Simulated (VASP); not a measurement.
A run of VASP 6.6.1 is set up as follows.

File INCAR:

```
ALGO = Normal
EDIFF = 1E-6
ENCUT = 520
GGA = PE
ISIF = 2
ISMEAR = -1
IVDW = 12
LASPH = T
LCHARG = T
LELF = T
LREAL = Auto
LVHAR = T
LWAVE = F
NBANDS = 54
NELM = 60
PREC = Accurate
SIGMA = 0.02
```

Contents of KPOINTS:

```
k-points
0
Gamma
  1 1 1
```

Contents of POSCAR:

```
H2CO
1.0
    7.1530900000      0.0000000000      0.0000000000
    0.0000000000      7.1530900000      0.0000000000
    0.0000000000      0.0000000000      7.1530900000
O C H
6 6 12
Direct
    0.1559745509      0.5961199985      0.6239541233
    0.2737697974      0.9961569056      0.4647781588
    0.5231445431      0.5945123017      1.1663071484
    0.6563596991      0.4319252239      0.6403805908
    0.9168764828      1.0504551180      0.6558424401
    0.5531176037      0.0006151188      1.0500916387
    0.3217211023      0.6340197034      0.6173835363
    0.1130700159      0.9984775810      0.4121435631
    0.6668586583      0.6047037015      1.0759406075
    0.6452176612      0.2785229880      0.7155089619
    0.9351622865      0.9327996712      0.7729526680
    0.4050976571      0.0861445893      1.0782333229
    0.4158762157      0.6628044663      0.7377371178
    0.4042588588      0.6166425978      0.4880408327
    0.0466931075      1.1233606735      0.3335481589
    0.0276523852      0.8690090576      0.4040351792
    0.6790491941      0.5529917840      0.9270399226
    0.7882187978      0.6928614067      1.1385009835
    0.5914506877      0.1480758665      0.6309441095
    0.6831872659      0.2681638285      0.8684638387
    0.8429224293      0.9094251575      0.9031201900
    1.0502873583      0.8304662740      0.7702265734
    0.3887970094      0.2306835228      1.1428627348
    0.2618868209      0.0202989198      1.0420531547
```

Potentials or basis: VASP PAW PBE potentials, release 64 (O, C, H).

The run is started by

```sh
$ cat potpaw_PBE.64/O/POTCAR potpaw_PBE.64/C/POTCAR potpaw_PBE.64/H/POTCAR > POTCAR
$ mpirun -np 1 vasp_gam > vasp.out
```

(1) Predict the largest force.

(2) Predict the pressure.

(3) Estimate the dispersion energy per atom.

Answers

(1) 3.461 eV/Å.

(2) -0.7 GPa.

(3) -0.037 eV.

Caveat: the k points lie up to 0.88 Å⁻¹ apart.
